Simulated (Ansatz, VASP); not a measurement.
## MnHg in VASP and in Ansatz

```
Mn Hg
1.0
     3.20060    0.00000    0.00000
     0.00000    3.20060    0.00000
     0.00000    0.00000    3.20060
Mn Hg
1 1
Cartesian
  1.6003 1.6003 1.6003
  0.0000 0.0000 0.0000
```

Change from the starting cell: volume scaled by 0.9, no spin polarisation, PAW files.

Alike in both runs: task single point; functional PBE; k mesh 10 × 10 × 10; occupations fermi-dirac, width 0.1 eV; no spin polarisation.

|  | VASP | Ansatz |
| --- | --- | --- |
| version | VASP 6.6.1 | Ansatz 0.2.0 |
| potentials or method | VASP PAW PBE potentials, release 64 (Mn_pv, Hg) | PAW with Ansatz's default frozen-core files, scalar-relativistic |
| plane-wave cutoff (eV) | 520 | 420 |
| valence electrons in the cell | 25 | 35 |

```tsv
	VASP	Ansatz	Ansatz less VASP
pressure (GPa)	-4.9	-5.9	-1.01
```

VASP's potentials hold 25 valence electrons a cell and Ansatz's 35, so a difference there can come from the potentials and not from the codes.

Spin-orbit coupling is off throughout.
